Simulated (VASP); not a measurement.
Write the native input for VASP 6.6.1 that does the following.

| Item | Value |
| --- | --- |
| Task | relaxation of cell and atoms |
| Functional | PBE |
| Potentials or basis | VASP PAW PBE potentials, release 64 (Tb_3, Y_sv, Pb_d), 4f in core |
| Cutoff | 500 eV |
| k mesh | 4 × 4 × 2 |
| Occupations | gaussian, width 0.1 eV |
| Spin | no spin polarisation |
| Dipole correction | no |
| Further INCAR settings | ALGO = Normal; EDIFF = 1e-07; IBRION = 2; EDIFFG = -0.04; NSW = 90; ISIF = 3 |

The structure of Tb3YPb lies in POSCAR:

```
Tb3YPb
1.0
    4.4852117198      0.0000000000      0.0000000000
    0.0000000000      4.4852117198      0.0000000000
    0.0000000000      0.0000000000      7.8230920836
Tb Y Pb
3 1 1
Direct
    0.0000000000      0.5000000000      0.6668703632
    0.0000000000      0.0000000000      0.3257819790
    0.5000000000      0.0000000000      0.6668703632
    0.5000000000      0.5000000000      0.1247650084
    0.0000000000      0.0000000000      0.9519912463
```

The cell was generated, and may not be a known phase.

One way to write it, as run:

INCAR

```
  PREC = Accurate
  ENCUT = 500
  EDIFF = 1E-7
  ISMEAR = 0
  SIGMA = 0.1
  LREAL = F
  LASPH = T
  NELM = 200
  ALGO = Normal
  ISIF = 3
  LWAVE = F
  LCHARG = F
  GGA = PE
  IBRION = 2
  NSW = 90
  EDIFFG = -0.04
  GGA_COMPAT = F
  NELMIN = 4
  LMAXMIX = 6
```

KPOINTS

```
regular mesh
0
Gamma
  4 4 2
```

Potentials or basis: VASP PAW PBE potentials, release 64 (Tb_3, Y_sv, Pb_d), 4f in core.

Launch:

```console
$ cat potpaw_PBE.64/Tb_3/POTCAR potpaw_PBE.64/Y_sv/POTCAR potpaw_PBE.64/Pb_d/POTCAR > POTCAR
$ mpirun -np 1 vasp_std > vasp.out
```

Results of the run:

```
Relaxed volume                        : 32.86 Å³/atom
Relaxed cell                          : a = 4.473 Å, b = 4.473 Å, c = 8.211 Å, α = 90.00°, β = 90.00°, γ = 90.00°
Space group after relaxing (to 0.1 Å) : P4mm (No. 99)
Energy gained by relaxing             : 19.6 meV/atom
Ionic steps                           : 14
Pressure after relaxing               : 0.0 GPa
Largest force after relaxing          : 0.021 eV/Å
Band gap on the k mesh                : zero (bands 26 and 27 overlap by 0.58 eV)
```

Caveat: the k points lie up to 0.38 Å⁻¹ apart in the final cell, too coarse for converged energies and pressures of a metal; spin-orbit coupling is left out, which moves the levels of the heavy elements; the 4f electrons are frozen in the core, so they carry no moment and show no levels.

It took 12 min on 1 thread of Intel(R) Xeon(R) Platinum 8488C (Sapphire Rapids), on a shared host, peak memory 0.33 GiB.
